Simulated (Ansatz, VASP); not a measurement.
## One calculation of TiB2, two programs

```
Ti B
1.0
     2.96861    0.00000    0.00000
    -1.48431    2.57090    0.00000
     0.00000    0.00000    3.22840
Ti B
1 2
Cartesian
  0.0000 0.0000 0.0000
  0.0000 1.7139 1.6142
  1.4843 0.8570 1.6142
```

Change from the starting cell: equal xx and yy strain of -2 %, PAW files.

Alike in both runs: task electric field gradients; functional PBEsol; k mesh 15 × 15 × 13; occupations fermi-dirac, width 0.08 eV; no spin polarisation.

|  | VASP | Ansatz |
| --- | --- | --- |
| version | VASP 6.6.1 | Ansatz 0.2.0 |
| potentials or method | VASP PAW PBE potentials, release 64 (Ti_sv, B) | PAW with Ansatz's default frozen-core files, scalar-relativistic |
| plane-wave cutoff (eV) | 520 | 420 |
| valence electrons in the cell | 18 | 18 |

VASP gave:

| Item | Value |
| --- | --- |
| pressure (GPa) | 6.9 |
| traceless stress, the component that is largest in VASP (GPa) | -9.56 |
| size of Vzz on the site where it differs most (V/Å²) | 22.0 |

Which values does Ansatz return?

Pressure (GPa): 6.5; traceless stress, the component that is largest in VASP (GPa): -9.48; size of Vzz on the site where it differs most (V/Å²): 24.3.

VASP's potentials were made for PBE, not for PBEsol. The functional is the same, so the differences come from potentials, cutoffs and numerics.
